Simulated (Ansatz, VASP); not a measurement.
One calculation of AlNi, two programs

```
CELL_PARAMETERS angstrom
0.00000 -2.89308 0.00000
0.00000 0.00000 -2.89308
8.67925 -0.24099 0.24099
ATOMIC_POSITIONS crystal
Al 0.92364 0.07636 0.91665
Al 0.97918 0.02082 0.24998
Al 0.95141 0.04859 0.58332
Ni 0.49306 0.50694 0.08332
Ni 0.46529 0.53471 0.41665
Ni 0.43753 0.56247 0.74998
```

Alike in both runs: task single point; functional PBE; k mesh 20 × 20 × 7; occupations gaussian, width 0.15 eV; no spin polarisation.

```csv
,VASP,Ansatz
version,VASP 6.6.1,Ansatz 0.2.0
potentials or method,"VASP PAW PBE potentials, release 64 (Al, Ni), cutoff 520 eV","scalar-relativistic, plane waves, PAW"
valence electrons in the cell,39,63
```

|  | VASP | Ansatz | Ansatz less VASP |
| --- | --- | --- | --- |
| gap on the k mesh at the Fermi level (eV) | none | none | - |
| pressure (GPa) | 1.2 | 1.3 | +0.10 |
| traceless stress, the component that is largest in VASP (GPa) | 3.62 | 3.63 | +0.005 |
| rms of the force components (eV/Å) | 0.445 | 0.444 | -0.0010 |

Atom by atom the forces differ by 0.001 eV/Å (rms over components). A gap of «none» marks a metal or a gap that the smearing closes. The functional is the same, so the differences come from potentials, cutoffs and numerics. VASP's potentials hold 39 valence electrons a cell and Ansatz's 63, so a difference there can come from the potentials and not from the codes.
